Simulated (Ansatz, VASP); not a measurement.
## One calculation of C, two programs

```xyz
2
Lattice="0.0000 2.0489 3.0123 1.1837 0.0000 3.0123 1.1837 2.0489 0.0000" Properties=species:S:1:pos:R:3 pbc="T T T"
C     1.1837    0.6831    3.0123
C     1.1837    3.4147    3.0123
```

Change from the starting cell: volume 7.306 Å^3 an atom, stretch along c over the lengths across it, relative to the relaxed cell 0.9411.

Alike in both runs: task single point; functional PBEsol; dispersion D3(BJ); k mesh 18 × 18 × 18; occupations gaussian, width 0.03 eV; no spin polarisation.

|  | VASP | Ansatz |
| --- | --- | --- |
| version | VASP 6.6.1 | Ansatz 0.2.0 |
| potentials or method | VASP PAW PBE potentials, release 64 (C), cutoff 520 eV | scalar-relativistic, plane waves, PAW |
| valence electrons in the cell | 8 | 8 |

|  | VASP | Ansatz | Ansatz less VASP |
| --- | --- | --- | --- |
| gap on the k mesh at the Fermi level (eV) | none | none | - |
| rms of the force components (eV/Å) | 0.005 | 0.006 | +0.0002 |

VASP's potentials were made for PBE, not for PBEsol, and Ansatz warns of the same on its side. Atom by atom the forces differ by 0.000 eV/Å (rms over components). A gap of «none» marks a metal or a gap that the smearing closes.
